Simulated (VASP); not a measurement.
# ZnO (P6_3mc) in VASP: vibrations by perturbation theory with LDA

Aim: the vibrations by perturbation theory of ZnO with LDA.

All numbers are computed with VASP 6.6.1; they aren't measurements. Logs are shortened: lines on timing, memory, paths and dates and some standing lists are left out, and cuts for length are marked.

**1. The cell of the first run**

The structure is hexagonal, space group P6_3mc (No. 186). Conventional cell: a = 3.187 Å, b = 3.187 Å, c = 5.153 Å, α = 90.00°, β = 90.00°, γ = 120.00°. Within 2.6 Å of Zn (site symmetry 3m) lie 4 O at 1.94 to 1.95 Å. Within 2.6 Å of O (site symmetry 3m) lie 4 Zn at 1.94 to 1.95 Å.

**2. Vibrations by perturbation theory, LDA**

The input, INCAR:

```
SYSTEM = ZnO
ALGO = Normal
EDIFF = 1E-8
ENCUT = 520
GGA = CA
IBRION = 8
ISIF = 2
ISMEAR = 0
LASPH = .TRUE.
LCHARG = .TRUE.
LEPSILON = .TRUE.
LREAL = .FALSE.
LWAVE = .FALSE.
NBANDS = 26
NELM = 100
NSW = 1
PREC = Accurate
SIGMA = 0.01
```

The input, KPOINTS:

```
k-points
0
G
  9 9 6
  0 0 0
```

The input, POSCAR:

```
ZnO
1.0
    3.1871253464      0.0000000000      0.0000000000
   -1.5935626732      2.7601315150      0.0000000000
    0.0000000000      0.0000000000      5.1525250745
Zn O
2 2
Direct
    0.3333333333      0.6666666667      0.0022872141
    0.6666666667      0.3333333333      0.5022872141
    0.3333333333      0.6666666667      0.3807127859
    0.6666666667      0.3333333333      0.8807127859
```

Potentials or basis: VASP PAW LDA potentials, release 64 (Zn, O).

The run is started by

```sh
> cat potpaw_LDA.64/Zn/POTCAR potpaw_LDA.64/O/POTCAR > POTCAR
> mpirun -np 1 vasp_std > vasp.out
```

OUTCAR:

```text
SYSTEM = ZnO
   EDIFF = 1E-8
   ENCUT = 520
   GGA = CA
   IBRION = 8
   ISIF = 2
   ISMEAR = 0
   LASPH = .TRUE.
   LEPSILON = .TRUE.
   LREAL = .FALSE.
   NELM = 100
   NSW = 1
   PREC = Accurate

 ion  position               nearest neighbor table
   1  0.333  0.667  0.002-   4 1.94   4 1.94   4 1.94   3 1.95
   2  0.667  0.333  0.502-   3 1.94   3 1.94   3 1.94   4 1.95
   3  0.333  0.667  0.381-   2 1.94   2 1.94   2 1.94   1 1.95
   4  0.667  0.333  0.881-   1 1.94   1 1.94   1 1.94   2 1.95

  LATTYP: Found a hexagonal cell.
 ALAT       =     3.1871253464
 C/A-ratio  =     1.6166684753

  Lattice vectors:

 A1 = (   3.1871253464,   0.0000000000,   0.0000000000)
 A2 = (  -1.5935626732,   2.7601315150,   0.0000000000)
 A3 = (   0.0000000000,   0.0000000000,   5.1525250745)

Analysis of symmetry for initial positions (statically):
=====================================================================
 Subroutine PRICEL returns:
 Original cell was already a primitive cell.

 Routine SETGRP: Setting up the symmetry group for a
 hexagonal supercell.

 Subroutine GETGRP returns: Found 12 space group operations
 (whereof  6 operations were pure point group operations)
 out of a pool of 24 trial point group operations.

The static configuration has the point symmetry C_3v.
 The point group associated with its full space group is C_6v.

Analysis of symmetry for dynamics (positions and initial velocities):
=====================================================================
 Subroutine PRICEL returns:
 Original cell was already a primitive cell.

 Routine SETGRP: Setting up the symmetry group for a
 hexagonal supercell.

 Subroutine GETGRP returns: Found 12 space group operations
 (whereof  6 operations were pure point group operations)
 out of a pool of 24 trial point group operations.

The dynamic configuration has the point symmetry C_3v.
 The point group associated with its full space group is C_6v.

 Subroutine INISYM returns: Found 12 space group operations
 (whereof  6 operations are pure point group operations),
 and found     1 'primitive' translations

----------------------------------------------------------------------------------------

                                     Primitive cell

  volume of cell :      45.3262

  direct lattice vectors                    reciprocal lattice vectors
     3.187125346  0.000000000  0.000000000     0.313762369  0.181150788  0.000000000
    -1.593562673  2.760131515  0.000000000     0.000000000  0.362301577  0.000000000
     0.000000000  0.000000000  5.152525074     0.000000000  0.000000000  0.194079599

  length of vectors
     3.187125346  3.187125346  5.152525074     0.362301577  0.362301577  0.194079599

  position of ions in fractional coordinates (direct lattice)
     0.333333333  0.666666667  0.002287214
     0.666666667  0.333333333  0.502287214
     0.333333333  0.666666667  0.380712786
     0.666666667  0.333333333  0.880712786

  ion indices of the primitive-cell ions
   primitive index   ion index
                 1           1
[... 887 lines left out ...]
     0.37724  0.00000  0.00000
     0.00000  0.37724 -0.00000
     0.00000 -0.00000 -0.76930

[... ionic steps 4 to 9 ...]

--------------------------------------- Ionic step       10  -------------------------------------------

------------------------ aborting loop because EDIFF is reached ----------------------------------------

[... ionic steps 11 to 11 ...]

--------------------------------------- Ionic step       12  -------------------------------------------

 Free energy of the ion-electron system (eV)
  ---------------------------------------------------
  ---------------------------------------------------
  free energy    TOTEN  =        -0.37134963 eV

  energy without entropy =       -0.37134963

------------------------ aborting loop because EDIFF is reached ----------------------------------------

 INTERNAL STRAIN TENSOR  FOR ION    3  DIRECTION 3   (eV/Angst):
 -----------------------------------------------------------------------------
     5.37892 -0.00000  0.00000
    -0.00000  5.37892  0.00000
     0.00000  0.00000-10.51120

 MACROSCOPIC STATIC DIELECTRIC TENSOR (including local field effects in DFT)
 ------------------------------------------------------
           5.647580    -0.000000    -0.000000
           0.000000     5.647580    -0.000000
           0.000000    -0.000000     5.445491
 ------------------------------------------------------

 PIEZOELECTRIC TENSOR (including local field effects)  for field in x, y, z        (e  Angst)
          XX          YY          ZZ          XY          YZ          ZX
  --------------------------------------------------------------------------------
  x     0.00000     0.00000     0.00000     0.00000     0.00000     1.15386
  y    -0.00000     0.00000    -0.00000    -0.00000     1.15387     0.00000
  z     1.06722     1.06722    -2.17639     0.00000    -0.00000    -0.00000

 PIEZOELECTRIC TENSOR (including local field effects)  for field in x, y, z        (C/m^2)
          XX          YY          ZZ          XY          YZ          ZX
  --------------------------------------------------------------------------------
  x     0.00000     0.00000     0.00000     0.00000     0.00000     0.40786
  y    -0.00000     0.00000    -0.00000    -0.00000     0.40787     0.00000
  z     0.37724     0.37724    -0.76930     0.00000    -0.00000    -0.00000

 BORN EFFECTIVE CHARGES (including local field effects) (in |e|, cummulative output)
 ---------------------------------------------------------------------------------
 ion    1
    1     2.09182    -0.00000     0.00000
    2     0.00000     2.09182     0.00000
    3     0.00000     0.00000     2.13992
 ion    2
    1     2.09182     0.00000     0.00000
    2     0.00000     2.09182     0.00000
    3     0.00000    -0.00000     2.13992
 ion    3
    1    -2.09182     0.00000     0.00000
    2     0.00000    -2.09182     0.00000
    3     0.00000     0.00000    -2.13992
 ion    4
    1    -2.09182     0.00000     0.00000
    2     0.00000    -2.09182     0.00000
    3     0.00000    -0.00000    -2.13992

 INTERNAL STRAIN TENSOR FOR ION    4 for displacements in x,y,z  (eV/Angst):
          X           Y           Z          XY          YZ          ZX
  --------------------------------------------------------------------------------
  x     0.00000    -0.00000     0.00000     9.27485     0.00000     5.22692
  y     9.27485    -9.27485     0.00000     0.00000     5.44130     0.00000
  z     5.37892     5.37892   -10.51120     0.00000     0.00000     0.00000

 SECOND DERIVATIVES (NOT SYMMETRIZED)
 ------------------------------------
               1X          1Y          1Z          2X          2Y          2Z          3X          3Y          3Z          4X          4Y          4Z
  1X    -8.679586    0.000000    0.000000    0.357268    0.000000    0.000000   -0.040028    0.000000    0.000000    8.362346    0.000000    0.000000
  1Y     0.000000   -8.679586    0.000000    0.000000    0.357268    0.000000   -0.000000   -0.040028    0.000000    0.000000    8.362346    0.000000
  1Z     0.000000   -0.000000  -12.755445    0.000000   -0.000000    5.135511    0.000000    0.000000    5.868343    0.000000    0.000000    1.751591
  2X     0.357268    0.000000    0.000000   -8.679586    0.000000    0.000000    8.362346    0.000000    0.000000   -0.040028   -0.000000    0.000000
  2Y    -0.000000    0.357268    0.000000    0.000000   -8.679586    0.000000   -0.000000    8.362346    0.000000    0.000000   -0.040028    0.000000
  2Z     0.000000    0.000000    5.135511    0.000000    0.000000  -12.755445    0.000000    0.000000    1.751591    0.000000    0.000000    5.868343
  3X    -0.043136    0.000000   -0.000000    8.367209   -0.000000    0.000000   -9.325239   -0.000000   -0.000000    1.001166    0.000000   -0.000000
  3Y     0.000000   -0.043136    0.000000    0.000000    8.367209    0.000000    0.000000   -9.325239    0.000000    0.000000    1.001166    0.000000
  3Z     0.000000   -0.000000    5.895315    0.000000    0.000000    1.718450    0.000000    0.000000  -12.919920    0.000000   -0.000000    5.306156
  4X     8.367209   -0.000000    0.000000   -0.043136    0.000000    0.000000    1.001166    0.000000    0.000000   -9.325239   -0.000000    0.000000
  4Y     0.000000    8.367209    0.000000    0.000000   -0.043136   -0.000000    0.000000    1.001166   -0.000000    0.000000   -9.325239    0.000000
  4Z     0.000000    0.000000    1.718450   -0.000000    0.000000    5.895315    0.000000    0.000000    5.306156    0.000000    0.000000  -12.919920

 Eigenvectors and eigenvalues of the dynamical matrix
 ----------------------------------------------------

   1 f  =   16.821027 THz   105.689630 2PiTHz  561.089068 cm-1    69.566147 meV
             X         Y         Z           dx          dy          dz
     -0.000000  1.840088  0.011785    -0.000000   -0.000000    0.101474
      1.593563  0.920044  2.588047     0.000000    0.000000   -0.101474
     -0.000000  1.840088  1.961632    -0.000000   -0.000000   -0.699788
      1.593563  0.920044  4.537895     0.000000    0.000000    0.699788
[... 71 lines left out ...]
  12 f/i=    0.001937 THz     0.012170 2PiTHz    0.064609 cm-1     0.008011 meV
             X         Y         Z           dx          dy          dz
     -0.000000  1.840088  0.011785    -0.000000   -0.000000   -0.633754
      1.593563  0.920044  2.588047    -0.000000   -0.000000   -0.633754
     -0.000000  1.840088  1.961632    -0.000000   -0.000000   -0.313618
      1.593563  0.920044  4.537895    -0.000000   -0.000000   -0.313618

--------------------------------------------------------------------------------------------------------

 MACROSCOPIC STATIC DIELECTRIC TENSOR IONIC CONTRIBUTION
 ------------------------------------------------------
           4.197650    -0.000000     0.000000
          -0.000000     4.197650    -0.000000
           0.000000    -0.000000     4.800296
 ------------------------------------------------------

 ELASTIC MODULI CONTR FROM IONIC RELAXATION (kBar)
 Direction    XX          YY          ZZ          XY          YZ          ZX
 --------------------------------------------------------------------------------
 XX        -865.9119    330.5102    525.2616      0.0000     -0.0000      0.0000
 YY         330.5102   -865.9119    525.2616     -0.0000     -0.0000     -0.0000
 ZZ         525.2616    525.2616  -1030.6273      0.0000     -0.0000      0.0000
 XY           0.0000     -0.0000      0.0000   -598.2111     -0.0000     -0.0000
 YZ           0.0000     -0.0000     -0.0000     -0.0000   -235.6576      0.0000
 ZX           0.0000     -0.0000      0.0000      0.0000      0.0000   -234.7441
 --------------------------------------------------------------------------------

 PIEZOELECTRIC TENSOR IONIC CONTR  for field in x, y, z        (C/m^2)
          XX          YY          ZZ          XY          YZ          ZX
  --------------------------------------------------------------------------------
  x    -0.00000    -0.00000     0.00000     0.00000     0.00000    -0.93406
  y    -0.00000     0.00000    -0.00000    -0.00000    -0.93587     0.00000
  z    -1.06667    -1.06667     2.09294    -0.00000     0.00000    -0.00000
```

Run time: 24 min. Hardware: 1 thread of Intel Xeon 8259CL, shared host; peak memory 0.66 GiB.

What came out:

- Electronic dielectric tensor (diagonal): 5.65, 5.65, 5.45
- Born charges (mean of the diagonal): Zn +2.11; O -2.11 e
- Highest phonon frequency at Γ, LO-TO splitting left out: 561 cm⁻¹

Phonon frequencies in cm⁻¹ (negative: imaginary):
```csv
q point,frequencies
"(0.000, 0.000, 0.000)",0 0 0 88 88 263 401 420 420 453 453 561
```

Electronic dielectric tensor:
```
5.65 0.00 0.00
0.00 5.65 0.00
0.00 0.00 5.45
```

Born effective charge tensors (e):
atom 1, Zn
```
2.09 0.00 0.00
0.00 2.09 0.00
0.00 0.00 2.14
```
atom 2, Zn
```
2.09 0.00 0.00
0.00 2.09 0.00
0.00 0.00 2.14
```
atom 3, O
```
-2.09  0.00  0.00
 0.00 -2.09  0.00
 0.00  0.00 -2.14
```
atom 4, O
```
-2.09  0.00  0.00
 0.00 -2.09  0.00
 0.00  0.00 -2.14
```

Caveat: the cell stands under pressure or tension, which shifts response properties.
